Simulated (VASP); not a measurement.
Wanted: the native input for a VASP 6.6.1 run.

```yaml
Task: single point
Functional: PBEsol
Potentials_or_basis: VASP PAW PBE potentials, release 64 (Ge_d, Fe)
Cutoff: 520 eV
k_mesh: 6 × 6 × 7
Occupations: fermi-dirac, width 0.05 eV
Spin: collinear spin, ferromagnetic start
Starting_moments: "[0.0, 0.0, 0.0, 3.0, 3.0, 3.0] μB"
Dipole_correction: no
Further_INCAR_settings: ALGO = Normal; EDIFF = 1e-07; NBANDS = 46
```

The structure of FeGe lies in POSCAR:

```
FeGe
1.0
    5.0633678031      0.0000000000      0.0000000000
   -2.5316839015      4.3850051461      0.0000000000
    0.0000000000      0.0000000000      4.1699223156
Ge Fe
3 3
Direct
    0.6666666667      0.3333333333      0.5000000000
    0.3333333333      0.6666666667      0.5000000000
    0.0000000000      0.0000000000      0.0000000000
    0.0000000000      0.5000000000      0.0000000000
    0.5000000000      0.5000000000      0.0000000000
    0.5000000000      0.0000000000      0.0000000000
```

The input as run:

INCAR

```
PREC = Accurate
ENCUT = 520
EDIFF = 1E-7
ISMEAR = -1
SIGMA = 0.05
LREAL = False
LASPH = True
NELM = 150
ALGO = Normal
ISIF = 2
LWAVE = False
LCHARG = False
ISPIN = 2
MAGMOM = 0 0 0 3 3 3
LORBIT = 11
LMAXMIX = 4
GGA = PS
NBANDS = 46
```

KPOINTS

```
regular mesh
0
Gamma
  6 6 7
```

Potentials or basis: VASP PAW PBE potentials, release 64 (Ge_d, Fe).

Run with:

```console
$ cat potpaw_PBE.64/Ge_d/POTCAR potpaw_PBE.64/Fe/POTCAR > POTCAR
$ mpirun -np 1 vasp_std > vasp.out
```

It gave:

* Pressure: -14.0 GPa
* Net moment: 4.48 μB per cell
* Site moments: Ge -0.06, -0.09; Fe +1.58 μB
* Valence electrons inside the program's atomic spheres: Ge 12.31, 12.28; Fe 7.28

Caveat: the PAW data sets were made with another functional, which shifts forces and pressure a little.

Wall time 4.8 min on 1 thread of Oxide Virtual Turin-like Processor (shared host), peak memory 0.32 GiB.
